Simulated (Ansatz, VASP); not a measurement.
One calculation of ScAl2, two programs

File INCAR:

```
ALGO = Fast
EDIFF = 1E-7
ENCUT = 520
GGA = PS
ISIF = 2
ISMEAR = 0
LASPH = T
LCHARG = F
LREAL = F
LWAVE = F
NBANDS = 26
NELM = 60
PREC = Accurate
SIGMA = 0.1
```

KPOINTS

```
k-points
0
Gamma
  8 8 8
```

File POSCAR:

```
ScAl2
1.0
    0.0000000000      3.8848854860      3.8848854860
    3.8848854860      0.0000000000      3.8848854860
    3.8848854860      3.8848854860      0.0000000000
Sc Al
2 4
Direct
    0.5000000000      0.5000000000      0.5000000000
    0.7500000000      0.7500000000      0.7500000000
    0.1250000000      0.1250000000      0.1250000000
    0.6250000000      0.1250000000      0.1250000000
    0.1250000000      0.6250000000      0.1250000000
    0.1250000000      0.1250000000      0.6250000000
```

Input for Ansatz:

```yaml
crystal:
  lattice:
    - [0.0, 3.884885486, 3.884885486]
    - [3.884885486, 0.0, 3.884885486]
    - [3.884885486, 3.884885486, 0.0]
  atoms:
    - { symbol: Sc, position: [0.5, 0.5, 0.5] }
    - { symbol: Sc, position: [0.75, 0.75, 0.75] }
    - { symbol: Al, position: [0.125, 0.125, 0.125] }
    - { symbol: Al, position: [0.625, 0.125, 0.125] }
    - { symbol: Al, position: [0.125, 0.625, 0.125] }
    - { symbol: Al, position: [0.125, 0.125, 0.625] }
basis:
  ecutwfc: 420
kpoints:
  mp_grid: { grid: [8, 8, 8] }
hamiltonian:
  xc: pbesol
scf:
  occupations: { method: gaussian, width: 0.1 }
output:
  forces: true
  stress: true
  eigenvalues: true
```

Alike in both runs: task single point; functional PBEsol; k mesh 8 × 8 × 8; occupations gaussian, width 0.1 eV; no spin polarisation.

```csv
,VASP,Ansatz
version,VASP 6.6.1,Ansatz 0.2.0
potentials or method,"VASP PAW PBE potentials, release 64 (Sc_sv, Al), cutoff 520 eV","scalar-relativistic, plane waves, PAW"
valence electrons in the cell,34,34
```

```tsv
	VASP	Ansatz	Ansatz less VASP
gap on the k mesh at the Fermi level (eV)	none	none	-
pressure (GPa)	-7.2	-7.2	-0.07
```

VASP's potentials were made for PBE, not for PBEsol. A gap of «none» marks a metal or a gap that the smearing closes. With one functional, cell and mesh, what is left measures potentials, basis and numerics.
